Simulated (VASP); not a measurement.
Wanted: the native input for a VASP 6.6.1 run.

```
Task                   : single point
Functional             : PBE
Potentials or basis    : VASP PAW PBE potentials, release 64 (K_sv, Se, Y_sv)
Cutoff                 : 520 eV
k mesh                 : 6 × 6 × 4
Occupations            : gaussian, width 0.01 eV
Spin                   : no spin polarisation
Dipole correction      : no
Further INCAR settings : ALGO = Normal; EDIFF = 1e-06; NBANDS = 24
```

The structure of KYSe2 lies in POSCAR:

```
KYSe2
1.0
    4.2502719450      0.0000000000      0.0000000000
    0.0000000000      4.2502719450      0.0000000000
    0.0000000000      0.0000000000      5.7677165566
K Se Y
1 2 1
Direct
    0.0000000000      0.0000000000      0.0000000000
    0.0000000000      0.0000000000      0.5000000000
    0.5000000000      0.5000000000      0.0000000000
    0.5000000000      0.5000000000      0.5000000000
```

These files were run (other wordings do the same):

INCAR

```
SYSTEM = KYSe2
PREC     = Accurate       ! precision mode
ENCUT    = 520            ! plane-wave cutoff, eV
EDIFF    = 1E-6           ! SCF threshold, eV
ISMEAR   = 0              ! smearing method
SIGMA    = 0.01           ! smearing width, eV
LREAL    = .FALSE.        ! projectors in reciprocal space
LASPH    = .TRUE.         ! aspherical terms in the spheres
NELM     = 60             ! most SCF steps
ALGO     = Normal         ! electronic algorithm
ISIF     = 2              ! what is computed and relaxed
LWAVE    = .FALSE.        ! write WAVECAR
LCHARG   = .FALSE.        ! write CHGCAR
GGA      = PE             ! functional
NBANDS   = 24             ! bands
```

KPOINTS

```
regular mesh
0
G
  6 6 4
  0 0 0
```

Potentials or basis: VASP PAW PBE potentials, release 64 (K_sv, Se, Y_sv).

Launch:

```sh
$ cat potpaw_PBE.64/K_sv/POTCAR potpaw_PBE.64/Se/POTCAR potpaw_PBE.64/Y_sv/POTCAR > POTCAR
$ mpirun -np 1 vasp_std > vasp.out
```

Results of the run:

```json
{
 "Pressure": "3.6 GPa",
 "Band gap on the k mesh": "0.11 eV"
}
```

Caveat: the cell stands under pressure; semilocal functionals underestimate gaps, and a narrow one can read as zero.

Wall time 33 s on 1 thread of Intel(R) Xeon(R) 6975P-C (Granite Rapids), with other jobs on the host, peak memory 0.27 GiB.
